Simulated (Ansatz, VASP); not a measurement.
## Hf: VASP beside Ansatz

```
CELL_PARAMETERS angstrom
-1.85915 1.85915 1.75085
1.85915 -1.85915 1.75085
1.85915 1.85915 -1.75085
ATOMIC_POSITIONS crystal
Hf 0.00000 0.00000 0.00000
```

Change from the starting cell: strain +0.030 along x and y, -0.030 along z, atoms carried along.

Alike in both runs: task single point; functional PBEsol; k mesh 18 × 18 × 18; occupations gaussian, width 0.15 eV; no spin polarisation.

```csv
,VASP,Ansatz
version,VASP 6.6.1,Ansatz 0.2.0
potentials or method,"VASP PAW PBE potentials, release 64 (Hf_pv), cutoff 520 eV","scalar-relativistic, plane waves, PAW"
valence electrons in the cell,10,26
```

Ansatz gave:

```
gap on the k mesh at the Fermi level (eV)                     : none
pressure (GPa)                                                : -10.9
traceless stress, the component that is largest in VASP (GPa) : -2.19
```

Task: Estimate VASP's values.

Result: gap on the k mesh at the Fermi level (eV): none; pressure (GPa): -11.2; traceless stress, the component that is largest in VASP (GPa): -2.23.

VASP's potentials were made for PBE, not for PBEsol. A gap of «none» marks a metal or a gap that the smearing closes. VASP's potentials hold 10 valence electrons a cell and Ansatz's 26, so a difference there can come from the potentials and not from the codes.

Spin-orbit coupling is off throughout.
